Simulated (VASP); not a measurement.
# Au in VASP: further runs, part 2 of 2

VASP 6.6.1. The steps go on from the part before.

## 3. Single point, PBEsol

This run uses another cell than the first one.

INCAR

```
SYSTEM = Au
PREC = Accurate
ENCUT = 520
EDIFF = 1E-6
ISMEAR = 0
SIGMA = 0.05
LREAL = .FALSE.
LASPH = .TRUE.
NELM = 100
ALGO = Normal
ISIF = 2
LWAVE = .FALSE.
LCHARG = .FALSE.
GGA = PS
NBANDS = 60
```

KPOINTS

```
regular mesh
0
G
  1 1 8
  0 0 0
```

POSCAR

```
Au
1.0
   13.2000000000      0.0000000000      0.0000000000
    0.0000000000     12.2000000000      0.0000000000
    0.0000000000      0.0000000000      7.0732156229
Au
9
Direct
    0.4684247555      0.5000000000      0.6666666667
    0.3421237774      0.5000000000      0.0000000000
    0.5947257336      0.5000000000      0.3333333333
    0.5315752445      0.3816545825      0.0000000000
    0.4052742664      0.6183454175      0.3333333333
    0.6578762226      0.6183454175      0.6666666667
    0.5315752445      0.6183454175      0.0000000000
    0.4052742664      0.3816545825      0.3333333333
    0.6578762226      0.3816545825      0.6666666667
```

Potentials or basis: VASP PAW PBE potentials, release 64 (Au).

On the command line:

```
$ cat potpaw_PBE.64/Au/POTCAR > POTCAR
$ mpirun -np 1 vasp_std > vasp.out
```

OUTCAR:

```text
SYSTEM = Au
   PREC = Accurate
   ENCUT = 520
   EDIFF = 1E-6
   ISMEAR = 0
   LREAL = .FALSE.
   LASPH = .TRUE.
   NELM = 100
   ISIF = 2
   GGA = PS

 ion  position               nearest neighbor table
   1  0.468  0.500  0.667-   4 2.89   7 2.89   2 2.89   6 2.89   9 2.89   3 2.89   8 2.89   5 2.89

   2  0.342  0.500  0.000-   5 2.89   8 2.89   1 2.89   7 2.89   4 2.89
   3  0.595  0.500  0.333-   4 2.89   7 2.89   6 2.89   9 2.89   1 2.89   8 2.89   5 2.89
   4  0.532  0.382  0.000-   1 2.89   8 2.89   9 2.89   2 2.89   3 2.89   7 2.89
   5  0.405  0.618  0.333-   2 2.89   7 2.89   1 2.89   8 2.89   3 2.89
   6  0.658  0.618  0.667-   7 2.89   1 2.89   3 2.89   9 2.89
   7  0.532  0.618  0.000-   1 2.89   5 2.89   6 2.89   2 2.89   3 2.89   4 2.89
   8  0.405  0.382  0.333-   2 2.89   4 2.89   1 2.89   5 2.89   3 2.89
   9  0.658  0.382  0.667-   4 2.89   1 2.89   3 2.89   6 2.89

  LATTYP: Found a simple orthorhombic cell.
 ALAT       =     7.0732156229
 B/A-ratio  =     1.7248166393
 C/A-ratio  =     1.8661950524

  Lattice vectors:

 A1 = (   0.0000000000,   0.0000000000,  -7.0732156229)
 A2 = (   0.0000000000,  12.2000000000,   0.0000000000)
 A3 = (  13.2000000000,   0.0000000000,   0.0000000000)

Analysis of symmetry for initial positions (statically):
=====================================================================
 Subroutine PRICEL returns:
 Original cell was already a primitive cell.

 Routine SETGRP: Setting up the symmetry group for a
 simple orthorhombic supercell.

 Subroutine GETGRP returns: Found  2 space group operations
 (whereof  2 operations were pure point group operations)
 out of a pool of  8 trial point group operations.

The static configuration has the point symmetry C_1h.

Analysis of symmetry for dynamics (positions and initial velocities):
=====================================================================
 Subroutine PRICEL returns:
 Original cell was already a primitive cell.

 Routine SETGRP: Setting up the symmetry group for a
 simple orthorhombic supercell.

 Subroutine GETGRP returns: Found  2 space group operations
 (whereof  2 operations were pure point group operations)
 out of a pool of  8 trial point group operations.

The dynamic configuration has the point symmetry C_1h.

 Subroutine INISYM returns: Found  2 space group operations
 (whereof  2 operations are pure point group operations),
 and found     1 'primitive' translations

----------------------------------------------------------------------------------------

                                     Primitive cell

  volume of cell :    1139.0706

  direct lattice vectors                    reciprocal lattice vectors
    13.200000000  0.000000000  0.000000000     0.075757576  0.000000000  0.000000000
     0.000000000 12.200000000  0.000000000     0.000000000  0.081967213  0.000000000
     0.000000000  0.000000000  7.073215623     0.000000000  0.000000000  0.141378413

  length of vectors
    13.200000000 12.200000000  7.073215623     0.075757576  0.081967213  0.141378413

  position of ions in fractional coordinates (direct lattice)
     0.468424756  0.500000000  0.666666667
[... 49 lines left out ...]
  0.000000  0.000000  0.000000      1.000000
  0.000000  0.000000  0.125000      2.000000
  0.000000  0.000000  0.250000      2.000000
  0.000000  0.000000  0.375000      2.000000
  0.000000  0.000000  0.500000      1.000000
   k-points           NKPTS =      5   k-points in BZ     NKDIM =      5   number of bands    NBANDS=     60
   number of dos      NEDOS =    301   number of ions     NIONS =      9
   total plane-waves  NPLWV = 508032
   dimension x,y,z NGX =    98 NGY =   96 NGZ =   54
   dimension x,y,z NGXF=   196 NGYF=  192 NGZF=  108
   ions per type =               9
   NGX,Y,Z   is equivalent  to a cutoff of  12.34, 13.08, 12.69 a.u.
   NGXF,Y,Z  is equivalent  to a cutoff of  24.69, 26.16, 25.38 a.u.
 SYSTEM =  Au
   PREC   = accura    normal or accurate (medium, high low for compatibility)
   ISTART =      0    job   : 0-new  1-cont  2-samecut
   ICHARG =      2    charge: 1-file 2-atom 10-const
   ISPIN  =      1    spin polarized calculation?
   LNONCOLLINEAR =      F non collinear calculations
   LSORBIT =      F    spin-orbit coupling
   LASPH  =      T    aspherical Exc in radial PAW
   ENCUT  =  520.0 eV  38.22 Ry    6.18 a.u.  24.54 22.68 13.15*2*pi/ulx,y,z
   NELM   =    100;   NELMIN=  2; NELMDL= -5     # of ELM steps
   EDIFF  = 0.1E-05   stopping-criterion for ELM
   LREAL  =      F    real-space projection
   EDIFFG = 0.1E-04   stopping-criterion for IOM
   NSW    =      0    number of steps for IOM
   IBRION =     -1    ionic relax: 0-MD 1-quasi-New 2-CG
   NFREE  =      0    steps in history (QN), initial steepest desc. (CG)
   ISIF   =      2    stress and relaxation
   ISYM   =      2    0-nonsym 1-usesym 2-fastsym
   POTIM  = 0.5000    time-step for ionic-motion
   TEBEG  =    0.0;   TEEND  =   0.0 temperature during run
   PSTRESS=    0.0 pullay stress
   NELECT =      99.0000    total number of electrons
   NUPDOWN=      -1.0000    fix difference up-down
   EMIN   =  10.00;   EMAX   =-10.00  energy-range for DOS
   EFERMI =   0.00;   METHOD = LEGACY
   ISMEAR =     0;   SIGMA  =   0.05  broadening in eV -4-tet -1-fermi 0-gaus
   EFERMI_NEDOS =   21; number of points for ismear=-14 and -15
   IALGO  =     38    algorithm
   IMIX   =      4    mixing-type and parameters
     AMIX     =   0.40;   BMIX     =  1.00
     AMIX_MAG =   1.60;   BMIX_MAG =  1.00
  volume/ion in A,a.u.               =     126.56       854.09
  Fermi-wavevector in a.u.,A,eV,Ry     =   0.725164  1.370362  7.154802  0.525863
  Thomas-Fermi vector in A             =   1.815817
   LORBIT       =      0    0 simple, 1 ext, 2 COOP (PROOUT), +10 PAW based schemes
   GGA     = PS    functional components
   LHFCALC =     F    Hartree Fock is set to
   AEXX    =    0.0000 exact exchange contribution
   IVDW    =     0    specifies the selected vdW correction
   LEPSILON=     F    determine dielectric tensor
   LRPA    =     F    only Hartree local field effects (RPA)
 non-spin polarized calculation
 Gauss-broadening in eV      SIGMA  =   0.05
  energy-cutoff  :      520.00
  volume of cell :     1139.07
 maximum number of plane-waves:     30732
 NGX is ok and might be reduce to    98
   NGX = 49   NGY = 45   NGZ = 27

 number of electron      99.0000003 magnetization

 Free energy of the ion-electron system (eV)
  ---------------------------------------------------
  ext. energy  EPLUGINS =         0.00000000
  ---------------------------------------------------
  free energy    TOTEN  =       -23.93697382 eV

  energy without entropy =      -23.93488587  energy(sigma->0) =      -23.93592984

 E-fermi :  -3.4023     XC(G=0):  -2.9511

 val. band max:       -3.4702588181   @ k =   0.0000   0.0000   0.3750
 cond. band min:      -3.3455812032   @ k =   0.0000   0.0000   0.0000
 fundamental gap:      0.1246776149
 Fermi energy:        -3.4022728748

 k-point     1 :       0.0000    0.0000    0.0000
  band No.  band energies     occupation
      1      -9.6308      2.00000
      2      -8.3302      2.00000
      3      -8.2527      2.00000
      4      -8.0166      2.00000
      5      -7.8616      2.00000
      6      -7.6744      2.00000
[... 304 lines left out ...]
     59       0.8017      0.00000
     60       1.7048      0.00000

------------------------ aborting loop because EDIFF is reached ----------------------------------------

  FORCE on cell =-STRESS in cart. coord.  units (eV):
  Direction    XX          YY          ZZ          XY          YZ          ZX
  --------------------------------------------------------------------------------------
  -------------------------------------------------------------------------------------
  Total       -9.0417362     -7.9446052    -19.7843120      0.0000000      0.0000000      1.2361171
  in kB      -12.7177932    -11.1746067    -27.8279282      0.0000000      0.0000000      1.7386795
  external PRESSURE =     -17.2401093 kB  Pullay stress =       0.0000000 kB

 VOLUME and BASIS-vectors are now :
 -----------------------------------------------------------------------------
  energy-cutoff  :      520.00
  volume of cell :     1139.07
      direct lattice vectors                 reciprocal lattice vectors
    13.200000000  0.000000000  0.000000000     0.075757576  0.000000000  0.000000000
     0.000000000 12.200000000  0.000000000     0.000000000  0.081967213  0.000000000
     0.000000000  0.000000000  7.073215623     0.000000000  0.000000000  0.141378413

 POSITION                                       TOTAL-FORCE (eV/Angst)
 -----------------------------------------------------------------------------------
      6.18321      6.10000      4.71548         0.042581      0.000000     -0.006134
      4.51603      6.10000      0.00000         1.269116      0.000000      0.236021
      7.85038      6.10000      2.35774        -0.418220      0.000000      0.430263
      7.01679      4.65619      0.00000        -0.001857      0.678867     -0.131873
      5.34962      7.54381      2.35774         0.583297     -1.039900     -0.318260
      8.68397      7.54381      4.71548        -1.028179     -1.001292      0.120058
      7.01679      7.54381      0.00000        -0.001857     -0.678867     -0.131873
      5.34962      4.65619      2.35774         0.583297      1.039900     -0.318260
      8.68397      4.65619      4.71548        -1.028179      1.001292      0.120058
 -----------------------------------------------------------------------------------
    total drift:                                0.000235      0.000000     -0.000027

  FREE ENERGIE OF THE ION-ELECTRON SYSTEM (eV)
  ---------------------------------------------------
  free  energy   TOTEN  =       -23.9369738204 eV

  energy  without entropy=      -23.9348858686  energy(sigma->0) =      -23.93592984
```

Wall time 10 min (1 thread of Intel Xeon Platinum 8488C (Sapphire Rapids), shared host); peak memory 0.99 GiB.

Results:

- Free energy: -23.9370 eV
- Largest force: 1.440 eV/Å
- Band gap on the k mesh: zero (an odd number of electrons rules out a gap without spin polarisation)

Forces in eV/Å, atoms in the order of the input:
```
Au   0.043  0.000 -0.006
Au   1.269  0.000  0.236
Au  -0.418  0.000  0.430
Au  -0.002  0.679 -0.132
Au   0.583 -1.040 -0.318
Au  -1.028 -1.001  0.120
Au  -0.002 -0.679 -0.132
Au   0.583  1.040 -0.318
Au  -1.028  1.001  0.120
```

Levels at points of the mesh, in eV from the Fermi level:
| k point | band 47 | band 48 | band 49 | band 50 | band 51 | band 52 |
| --- | --- | --- | --- | --- | --- | --- |
| (0.00, 0.00, 0.00) | -1.22 | -0.75 | -0.33 | 0.06 | 0.61 | 0.87 |
| (0.00, 0.00, 0.50) | -1.19 | -0.66 | -0.32 | -0.23 | -0.17 | 1.71 |

Caveat: the PAW data sets were made with another functional, which shifts forces and pressure a little; spin-orbit coupling is left out, which moves the levels of the heavy elements.

The gap in the log of VASP goes by the Fermi energy; the results here count the filled bands.